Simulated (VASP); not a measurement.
**GeS: single point with PBE+D3(BJ)**

The system is GeS.

```
CELL_PARAMETERS angstrom
10.54332 0.00000 0.00000
0.00000 3.67430 0.00000
0.00000 0.00000 4.27855
ATOMIC_POSITIONS crystal
Ge 0.12350 0.25000 0.13102
Ge 0.37650 0.75000 0.63102
Ge 0.62350 0.25000 0.36898
Ge 0.87650 0.75000 0.86898
S 0.85070 0.25000 0.49346
S 0.64930 0.75000 0.99346
S 0.35070 0.25000 0.00654
S 0.14930 0.75000 0.50654
```

This cell differs from its parent crystal: volume scaled by 0.97, then relaxed in part.

```
Program                : VASP 6.6.1
Task                   : single point
Functional             : PBE
Dispersion             : D3(BJ)
Potentials or basis    : VASP PAW PBE potentials, release 64 (Ge_d, S)
Cutoff                 : 500 eV
k mesh                 : 4 × 8 × 6
Occupations            : gaussian, width 0.02 eV
Spin                   : no spin polarisation
Dipole correction      : no
Further INCAR settings : ALGO = Normal; EDIFF = 1e-06; NBANDS = 50
```

* Pressure: 1.6 GPa
* Largest force: 0.007 eV/Å
* Band gap on the k mesh: 1.10 eV, indirect (least direct gap 1.23 eV)
* Dispersion energy per atom: -0.328 eV

Forces in eV/Å, atoms in the order of the input:
```
Ge  -0.001  0.000 -0.005
Ge   0.001  0.000 -0.005
Ge  -0.001  0.000  0.005
Ge   0.001  0.000  0.005
S    0.005  0.000 -0.005
S   -0.005  0.000 -0.005
S    0.005  0.000  0.005
S   -0.005  0.000  0.005
```

Levels at points of the mesh, in eV from the valence-band top:
| k point | band 37 | band 38 | band 39 | band 40 | band 41 | band 42 | band 43 | band 44 |
| --- | --- | --- | --- | --- | --- | --- | --- | --- |
| (0.00, 0.00, 0.00) | -1.67 | -0.92 | -0.80 | -0.12 | 1.10 | 2.70 | 2.81 | 3.05 |
| (0.50, 0.00, 0.00) | -1.91 | -1.91 | -0.40 | -0.40 | 2.50 | 2.50 | 2.64 | 2.64 |
| (0.00, 0.50, 0.00) | -1.35 | -1.35 | -1.05 | -1.05 | 1.53 | 1.53 | 1.57 | 1.57 |
| (0.50, 0.50, 0.00) | -1.40 | -1.40 | -1.40 | -1.40 | 1.81 | 1.81 | 1.81 | 1.81 |
| (0.00, 0.00, 0.50) | -0.87 | -0.87 | -0.22 | -0.22 | 1.68 | 1.68 | 2.52 | 2.52 |
| (0.50, 0.00, 0.50) | -0.66 | -0.66 | -0.25 | -0.25 | 1.65 | 1.65 | 2.41 | 2.41 |
| (0.00, 0.50, 0.50) | -2.21 | -2.21 | -1.36 | -1.36 | 3.14 | 3.14 | 3.42 | 3.42 |
| (0.50, 0.50, 0.50) | -1.47 | -1.47 | -1.47 | -1.47 | 2.90 | 2.90 | 2.90 | 2.90 |

Run time: 6.1 min on 1 thread of AMD EPYC 7R43 64-Core Processor (Zen 3) (shared host), peak memory 0.44 GiB.

 A k mesh can miss the band edges.
